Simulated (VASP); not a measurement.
Here is a VASP 6.6.1 calculation.

File INCAR:

```
ALGO     = Normal         # electronic algorithm
EDIFF    = 1E-6           # SCF threshold, eV
ENCUT    = 600            # plane-wave cutoff, eV
GGA      = PE             # functional
GGA_COMPAT= F            
ISIF     = 2              # what is computed and relaxed
ISMEAR   = 0              # smearing method
LASPH    = T              # aspherical terms in the spheres
LCHARG   = F              # write CHGCAR
LREAL    = F              # projectors in reciprocal space
LWAVE    = F              # write WAVECAR
NBANDS   = 27             # bands
NELM     = 120            # most SCF steps
PREC     = Accurate       # precision mode
SIGMA    = 0.01           # smearing width, eV
```

KPOINTS

```
k-points
0
Gamma
  6 6 6
```

POSCAR

```
Cu3N
1.0
    3.8070000000      0.0000000000      0.0000000000
    0.0000000000      3.8070000000      0.0000000000
    0.0000000000      0.0000000000      3.8070000000
Cu N
3 1
Direct
    0.5000000000      0.0000000000      0.0000000000
    0.0000000000      0.5000000000      0.0000000000
    0.0000000000      0.0000000000      0.5000000000
    0.0000000000      0.0000000000      0.0000000000
```

Potentials or basis: VASP PAW PBE potentials, release 64 (Cu, N).

The run is started by

```sh
$ cat potpaw_PBE.64/Cu/POTCAR potpaw_PBE.64/N/POTCAR > POTCAR
$ mpirun -np 1 vasp_std > vasp.out
```

Task: Estimate the band gap on the k mesh.

Result: 0.19 eV, indirect (least direct gap 0.74 eV).

Task: What does it give for the pressure?

Result: 2.8 GPa.

A k mesh can miss the band edges.
